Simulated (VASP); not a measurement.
Here is a VASP 6.6.1 calculation.

The input INCAR:

```
SYSTEM = YB
PREC = Accurate ; ENCUT = 520
EDIFF = 1E-6 ; ISMEAR = 0
SIGMA = 0.1 ; LREAL = .False.
LASPH = .True. ; NELM = 100
ALGO = Normal ; ISIF = 2
LWAVE = .False. ; LCHARG = .False.
GGA = PE ; NBANDS = 14
```

Contents of KPOINTS:

```
regular mesh
0
Gamma
  15 15 15
  0 0 0
```

The input POSCAR:

```
YB
1.0
    1.8058479147      1.0426067797      3.3744950971
   -1.8058479147      1.0426067797      3.3744950971
    0.0000000000     -2.0852135593      3.3744950971
Y B
1 1
Direct
    0.5000000000      0.5000000000      0.5000000000
    0.0000000000      0.0000000000      0.0000000000
```

Potentials or basis: VASP PAW PBE potentials, release 64 (Y_sv, B).

Launch:

```console
$ cat potpaw_PBE.64/Y_sv/POTCAR potpaw_PBE.64/B/POTCAR > POTCAR
$ mpirun -np 1 vasp_std > vasp.out
```

Q: Predict the band gap on the k mesh.

A: Zero (band 7 reaches 5.27 eV, above the bottom of band 8 at 2.38 eV).

Q: What does it give for the pressure?

A: -0.1 GPa.
